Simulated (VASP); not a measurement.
# NaI (R-3m) in VASP: relaxation of the atoms with PBEsol

Aim: the relaxation of the atoms of NaI with PBEsol.

Program: VASP 6.6.1. These are calculated values, not measurements. Logs are shortened: lines on timing, memory, paths and dates and some standing lists are left out, and cuts for length are marked.

**1. The cell of the first run**

The structure is trigonal, space group R-3m (No. 166). Conventional cell: a = 4.515 Å, b = 4.515 Å, c = 11.141 Å, α = 90.00°, β = 90.00°, γ = 120.00°. Within 4.2 Å of Na (site symmetry -3m) lie 6 I at 3.20 Å. I (site symmetry -3m) has 6 Na at 3.20 Å within 4.2 Å.

**2. Relaxation of the atoms, PBEsol (equal xy, yz and zx engineering shears of +0.5 %)**

INCAR

```
PREC = Accurate
ENCUT = 520
EDIFF = 1E-6
ISMEAR = 0
SIGMA = 0.01
LREAL = False
LASPH = True
NELM = 80
ALGO = Normal
ISIF = 2
LWAVE = False
LCHARG = False
GGA = PS
IBRION = 2
NSW = 50
EDIFFG = -0.002
```

KPOINTS

```
Automatic mesh
0
Gamma
  8 8 8
```

POSCAR

```
NaI
1.0
    0.0160012521      3.2082510401      3.2082510401
    3.2082510401      0.0160012521      3.2082510401
    3.2082510401      3.2082510401      0.0160012521
Na I
1 1
Direct
    0.0000000000      0.0000000000      0.0000000000
    0.5000000000      0.5000000000      0.5000000000
```

Potentials or basis: VASP PAW PBE potentials, release 64 (Na_pv, I).

Command:

```
cat potpaw_PBE.64/Na_pv/POTCAR potpaw_PBE.64/I/POTCAR > POTCAR
mpirun -np 1 vasp_std > vasp.out
```

OUTCAR:

```text
PREC = Accurate
   ENCUT = 520
   EDIFF = 1E-6
   ISMEAR = 0
   LREAL = False
   LASPH = True
   NELM = 80
   ISIF = 2
   GGA = PS
   IBRION = 2
   NSW = 50
   EDIFFG = -0.002

 ion  position               nearest neighbor table
   1  0.000  0.000  0.000-
   2  0.500  0.500  0.500-

  LATTYP: Found a trigonal (rhomboedric) cell.
 ALAT       =     4.5371803483
 COS(alpha) =     0.5049812504

  Lattice vectors:

 A1 = (   0.0160012521,   3.2082510401,   3.2082510401)
 A2 = (   3.2082510401,   0.0160012521,   3.2082510401)
 A3 = (   3.2082510401,   3.2082510401,   0.0160012521)

Analysis of symmetry for initial positions (statically):
=====================================================================
 Subroutine PRICEL returns:
 Original cell was already a primitive cell.

 Routine SETGRP: Setting up the symmetry group for a
 trigonal (rhombohedral) supercell.

 Subroutine GETGRP returns: Found 12 space group operations
 (whereof 12 operations were pure point group operations)
 out of a pool of 12 trial point group operations.

The static configuration has the point symmetry D_3d.

Analysis of symmetry for dynamics (positions and initial velocities):
=====================================================================
 Subroutine PRICEL returns:
 Original cell was already a primitive cell.

 Routine SETGRP: Setting up the symmetry group for a
 trigonal (rhombohedral) supercell.

 Subroutine GETGRP returns: Found 12 space group operations
 (whereof 12 operations were pure point group operations)
 out of a pool of 12 trial point group operations.

The dynamic configuration has the point symmetry D_3d.

 Subroutine INISYM returns: Found 12 space group operations
 (whereof 12 operations are pure point group operations),
 and found     1 'primitive' translations

----------------------------------------------------------------------------------------

                                     Primitive cell

  volume of cell :      65.5502

  direct lattice vectors                    reciprocal lattice vectors
     0.016001252  3.208251040  3.208251040    -0.157018972  0.156239722  0.156239722
     3.208251040  0.016001252  3.208251040     0.156239722 -0.157018972  0.156239722
     3.208251040  3.208251040  0.016001252     0.156239722  0.156239722 -0.157018972

  length of vectors
     4.537180348  4.537180348  4.537180348     0.271065784  0.271065784  0.271065784

  position of ions in fractional coordinates (direct lattice)
     0.000000000  0.000000000  0.000000000
     0.500000000  0.500000000  0.500000000

  ion indices of the primitive-cell ions
   primitive index   ion index
                 1           1
                 2           2

----------------------------------------------------------------------------------------

 KPOINTS: Automatic mesh

Automatic generation of k-mesh.
 Grid dimensions read from file:
 generate k-points for:    8    8    8

 Generating k-lattice:

  Cartesian coordinates                     Fractional coordinates (reciprocal lattice)
    -0.019627372  0.019529965  0.019529965     0.125000000 -0.000000000 -0.000000000
     0.019529965 -0.019627372  0.019529965    -0.000000000  0.125000000 -0.000000000
     0.019529965  0.019529965 -0.019627372    -0.000000000 -0.000000000  0.125000000

  Length of vectors
     0.033883223  0.033883223  0.033883223

  Shift w.r.t. Gamma in fractional coordinates (k-lattice)
     0.000000000  0.000000000  0.000000000

 Subroutine IBZKPT returns following result:
 ===========================================

 Found     65 irreducible k-points:

 Following reciprocal coordinates:
            Coordinates               Weight
  0.000000  0.000000  0.000000      1.000000
  0.125000  0.000000 -0.000000      6.000000
  0.250000  0.000000 -0.000000      6.000000
  0.375000  0.000000  0.000000      6.000000
  0.500000  0.000000 -0.000000      3.000000
  0.125000  0.125000  0.000000      6.000000
[... 16 lines left out ...]
  0.250000  0.125000  0.125000      6.000000
  0.375000  0.125000  0.125000      6.000000
 [... further k-points ...]
   k-points           NKPTS =     65   k-points in BZ     NKDIM =     65   number of bands    NBANDS=     11
   number of dos      NEDOS =    301   number of ions     NIONS =      2
   total plane-waves  NPLWV =  46656
   dimension x,y,z NGX =    36 NGY =   36 NGZ =   36
   dimension x,y,z NGXF=    72 NGYF=   72 NGZF=   72
   ions per type =               1   1
   NGX,Y,Z   is equivalent  to a cutoff of  13.19, 13.19, 13.19 a.u.
   NGXF,Y,Z  is equivalent  to a cutoff of  26.38, 26.38, 26.38 a.u.
 SYSTEM =  unknown system
   PREC   = accura    normal or accurate (medium, high low for compatibility)
   ISTART =      0    job   : 0-new  1-cont  2-samecut
   ICHARG =      2    charge: 1-file 2-atom 10-const
   ISPIN  =      1    spin polarized calculation?
   LNONCOLLINEAR =      F non collinear calculations
   LSORBIT =      F    spin-orbit coupling
   LASPH  =      T    aspherical Exc in radial PAW
   ENCUT  =  520.0 eV  38.22 Ry    6.18 a.u.   8.44  8.44  8.44*2*pi/ulx,y,z
   NELM   =     80;   NELMIN=  2; NELMDL= -5     # of ELM steps
   EDIFF  = 0.1E-05   stopping-criterion for ELM
   LREAL  =      F    real-space projection
   EDIFFG = -.2E-02   stopping-criterion for IOM
   NSW    =     50    number of steps for IOM
   IBRION =      2    ionic relax: 0-MD 1-quasi-New 2-CG
   NFREE  =      1    steps in history (QN), initial steepest desc. (CG)
   ISIF   =      2    stress and relaxation
   ISYM   =      2    0-nonsym 1-usesym 2-fastsym
   POTIM  = 0.5000    time-step for ionic-motion
   TEBEG  =    0.0;   TEEND  =   0.0 temperature during run
   PSTRESS=    0.0 pullay stress
   NELECT =      14.0000    total number of electrons
   NUPDOWN=      -1.0000    fix difference up-down
   EMIN   =  10.00;   EMAX   =-10.00  energy-range for DOS
   EFERMI =   0.00;   METHOD = LEGACY
   ISMEAR =     0;   SIGMA  =   0.01  broadening in eV -4-tet -1-fermi 0-gaus
   EFERMI_NEDOS =   21; number of points for ismear=-14 and -15
   IALGO  =     38    algorithm
   IMIX   =      4    mixing-type and parameters
     AMIX     =   0.40;   BMIX     =  1.00
     AMIX_MAG =   1.60;   BMIX_MAG =  1.00
  volume/ion in A,a.u.               =      32.78       221.18
  Fermi-wavevector in a.u.,A,eV,Ry     =   0.978572  1.849234 13.028990  0.957604
  Thomas-Fermi vector in A             =   2.109358
   LORBIT       =      0    0 simple, 1 ext, 2 COOP (PROOUT), +10 PAW based schemes
   GGA     = PS    functional components
   LHFCALC =     F    Hartree Fock is set to
   AEXX    =    0.0000 exact exchange contribution
   IVDW    =     0    specifies the selected vdW correction
   LEPSILON=     F    determine dielectric tensor
   LRPA    =     F    only Hartree local field effects (RPA)
 conjugate gradient relaxation of ions
 non-spin polarized calculation
 Gauss-broadening in eV      SIGMA  =   0.01
  energy-cutoff  :      520.00
  volume of cell :       65.55
 maximum number of plane-waves:      1807
 NGX is ok and might be reduce to    36
   NGX = 17   NGY = 17   NGZ = 17

 number of electron      13.9999999 magnetization

 Free energy of the ion-electron system (eV)
  ---------------------------------------------------
  ext. energy  EPLUGINS =         0.00000000
  ---------------------------------------------------
  free energy    TOTEN  =        -5.66973250 eV

  energy without entropy =       -5.66973250  energy(sigma->0) =       -5.66973250

 E-fermi :   1.1029     XC(G=0):  -7.9833

 val. band max:        0.9671538161   @ k =   0.0000   0.0000   0.0000
 cond. band min:       4.5486031264   @ k =   0.0000   0.0000   0.0000
 fundamental gap:      3.5814493103
 Fermi energy:         1.1029105108

 k-point     1 :       0.0000    0.0000    0.0000
  band No.  band energies     occupation
      1     -21.2535      2.00000
      2     -21.2535      2.00000
      3     -21.2528      2.00000
      4     -10.1914      2.00000
      5       0.9326      2.00000
      6       0.9672      2.00000
      7       0.9672      2.00000
      8       4.5486      0.00000
      9       8.7420      0.00000
     10       8.8293      0.00000
     11       8.8293      0.00000

 k-point     2 :       0.1250    0.0000   -0.0000
  band No.  band energies     occupation
      1     -21.2544      2.00000
      2     -21.2535      2.00000
      3     -21.2529      2.00000
      4     -10.1434      2.00000
      5       0.4608      2.00000
      6       0.8883      2.00000
      7       0.9169      2.00000
      8       5.0939      0.00000
      9       8.4295      0.00000
     10       8.9151      0.00000
     11       8.9908      0.00000

 k-point     3 :       0.2500    0.0000   -0.0000
  band No.  band energies     occupation
      1     -21.2567      2.00000
      2     -21.2537      2.00000
      3     -21.2530      2.00000
      4     -10.0226      2.00000
      5      -0.4317      2.00000
      6       0.7773      2.00000
      7       0.8017      2.00000
      8       5.8312      0.00000
      9       8.4359      0.00000
     10       8.8387      0.00000
     11       8.8940      0.00000

 k-point     4 :       0.3750    0.0000    0.0000
  band No.  band energies     occupation
      1     -21.2591      2.00000
      2     -21.2538      2.00000
      3     -21.2532      2.00000
      4      -9.8942      2.00000
      5      -1.1267      2.00000
      6       0.6736      2.00000
      7       0.6940      2.00000
      8       5.9430      0.00000
      9       8.4669      0.00000
     10       8.5193      0.00000
     11       9.3956      0.00000
[... 239 lines left out ...]
 k-point    22 :       0.1250    0.1250    0.1250
  band No.  band energies     occupation
      1     -21.2537      2.00000
      2     -21.2535      2.00000
      3     -21.2535      2.00000
      4     -10.1446      2.00000
      5       0.4356      2.00000
      6       0.9196      2.00000
      7       0.9196      2.00000
      8       5.0932      0.00000
      9       8.3818      0.00000
     10       8.9856      0.00000
     11       8.9856      0.00000

 k-point    23 :       0.2500    0.1250    0.1250
  band No.  band energies     occupation
      1     -21.2551      2.00000
      2     -21.2538      2.00000
      3     -21.2534      2.00000
      4     -10.0733      2.00000
      5      -0.0222      2.00000
      6       0.6550      2.00000
      7       0.8994      2.00000
      8       5.7574      0.00000
      9       8.0586      0.00000
     10       8.9432      0.00000
     11       9.2484      0.00000

 k-point    24 :       0.3750    0.1250    0.1250
  band No.  band energies     occupation
      1     -21.2574      2.00000
      2     -21.2540      2.00000
      3     -21.2536      2.00000
      4      -9.9505      2.00000
      5      -0.6868      2.00000
      6       0.4099      2.00000
      7       0.7840      2.00000
      8       6.3798      0.00000
      9       8.2881      0.00000
     10       8.4043      0.00000
     11       8.8975      0.00000

 [... further k-points ...]
[... 5 lines left out ...]
  --------------------------------------------------------------------------------------
  -------------------------------------------------------------------------------------
  Total        0.0259846      0.0259846      0.0259846     -0.0139679     -0.0139679     -0.0139679
  in kB        0.6351149      0.6351149      0.6351149     -0.3414031     -0.3414031     -0.3414031
  external PRESSURE =       0.6351149 kB  Pullay stress =       0.0000000 kB

 VOLUME and BASIS-vectors are now :
 -----------------------------------------------------------------------------
  energy-cutoff  :      520.00
  volume of cell :       65.55
      direct lattice vectors                 reciprocal lattice vectors
     0.016001252  3.208251040  3.208251040    -0.157018972  0.156239722  0.156239722
     3.208251040  0.016001252  3.208251040     0.156239722 -0.157018972  0.156239722
     3.208251040  3.208251040  0.016001252     0.156239722  0.156239722 -0.157018972

 POSITION                                       TOTAL-FORCE (eV/Angst)
 -----------------------------------------------------------------------------------
      0.00000      0.00000      0.00000        -0.000000      0.000000     -0.000000
      3.21625      3.21625      3.21625         0.000000     -0.000000      0.000000
 -----------------------------------------------------------------------------------
    total drift:                                0.000000      0.000000      0.000000

  FREE ENERGIE OF THE ION-ELECTRON SYSTEM (eV)
  ---------------------------------------------------
  free  energy   TOTEN  =        -5.6697324988 eV

  energy  without entropy=       -5.6697324988  energy(sigma->0) =       -5.66973250

 reached required accuracy - stopping structural energy minimisation
```

It took 30 s on 1 thread of Intel Xeon Platinum 8375C at 2.90GHz (Ice Lake), shared host; peak memory 0.22 GiB.

What came out:

| Quantity | Value |
| --- | --- |
| Free energy | -5.6697 eV |
| Pressure after relaxing | 0.1 GPa |
| Band gap on the k mesh | 3.58 eV |

Final structure:
```
CELL_PARAMETERS angstrom
0.01600 3.20825 3.20825
3.20825 0.01600 3.20825
3.20825 3.20825 0.01600
ATOMIC_POSITIONS crystal
Na 0.00000 0.00000 0.00000
I 0.50000 0.50000 0.50000
```

Levels at points of the mesh, in eV from the valence-band top:
```
           k point  band 4  band 5  band 6  band 7  band 8  band 9  band 10  band 11
(0.00, 0.00, 0.00)  -11.16   -0.03    0.00    0.00    3.58    7.77     7.86     7.86
(0.50, 0.00, 0.00)  -10.81   -2.35   -0.33   -0.32    4.93    7.35     7.40     8.94
(0.50, 0.50, 0.00)  -10.72   -2.06   -0.83   -0.80    4.45    5.35     9.92    11.38
(0.50, 0.50, 0.50)  -10.81   -2.36   -0.30   -0.30    4.96    7.42     7.42     8.91
```

Caveat: the cell differs from its parent crystal (equal xy, yz and zx engineering shears of +0.5 %); the PAW data sets were made with another functional, which shifts forces and pressure a little; spin-orbit coupling is left out, which moves the levels of the heavy elements.
